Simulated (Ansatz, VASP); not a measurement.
**Tl: VASP beside Ansatz**

Contents of INCAR:

```
SYSTEM = Tl
PREC     = Accurate       ! precision mode
ENCUT    = 520            ! plane-wave cutoff, eV
EDIFF    = 1E-6           ! SCF threshold, eV
ISMEAR   = -1             ! smearing method
SIGMA    = 0.05           ! smearing width, eV
LREAL    = .False.        ! projectors in reciprocal space
LASPH    = .True.         ! aspherical terms in the spheres
NELM     = 60             ! most SCF steps
ALGO     = Normal         ! electronic algorithm
ISIF     = 2              ! what is computed and relaxed
LWAVE    = .False.        ! write WAVECAR
LCHARG   = .False.        ! write CHGCAR
NBANDS   = 20             ! bands
```

KPOINTS

```
regular mesh
0
Gamma
  11 11 6
  0 0 0
```

POSCAR

```
Tl
1.0
    3.5251183236      0.0000000000      0.0000000000
   -1.7625591619      3.0528420196      0.0000000000
    0.0000000000      0.0000000000      5.5250000000
Tl
2
Direct
    0.3333333333      0.6666666667      0.2500000000
    0.6666666667      0.3333333333      0.7500000000
```

Input for Ansatz:

```yaml
crystal:
  lattice:
    - [3.5251183236, 0.0, 0.0]
    - [-1.7625591619, 3.0528420196, 0.0]
    - [0.0, 0.0, 5.525]
  atoms:
    - { symbol: Tl, position: [0.3333333333, 0.6666666667, 0.25] }
    - { symbol: Tl, position: [0.6666666667, 0.3333333333, 0.75] }
kpoints:
  mp_grid: { grid: [11, 11, 6] }
  band_path:
    path:
      - [0.0, 0.0, 0.0]
      - [0.5, 0.0, 0.0]
      - [0.3333333333, 0.3333333333, 0.0]
      - [0.0, 0.0, 0.0]
      - [0.0, 0.0, 0.5]
      - [0.5, 0.0, 0.5]
      - [0.3333333333, 0.3333333333, 0.5]
      - [0.0, 0.0, 0.5]
      - [0.5, 0.0, 0.5]
    npoints: 5
scf:
  occupations: { method: fermi_dirac, width: 0.05 }
hamiltonian:
  xc: lda
  pseudopotentials: { kind: all_electron, lapw: { basis_error: 0.0005 } }
output:
  forces: true
  stress: true
  eigenvalues: true
```

Change from the starting cell: equal xx and yy strain of +2 %.

Alike in both runs: task single point; functional LDA; k mesh 11 × 11 × 6; occupations fermi-dirac, width 0.05 eV; no spin polarisation.

```csv
,VASP,Ansatz
version,VASP 6.6.1,Ansatz 0.2.0
potentials or method,"VASP PAW LDA potentials, release 64 (Tl_d), cutoff 520 eV","all-electron LAPW, scalar-relativistic"
```

```csv
,VASP,Ansatz,Ansatz less VASP
pressure (GPa),-2.8,-2.8,-0.03
"traceless stress, the component that is largest in VASP (GPa)",0.06,0.03,-0.036
```

LDA's correlation is that of Perdew and Zunger in VASP and of Perdew and Wang (1992) in Ansatz. Ansatz ran all-electron here, and VASP with PAW potentials.

Spin-orbit coupling is off throughout.
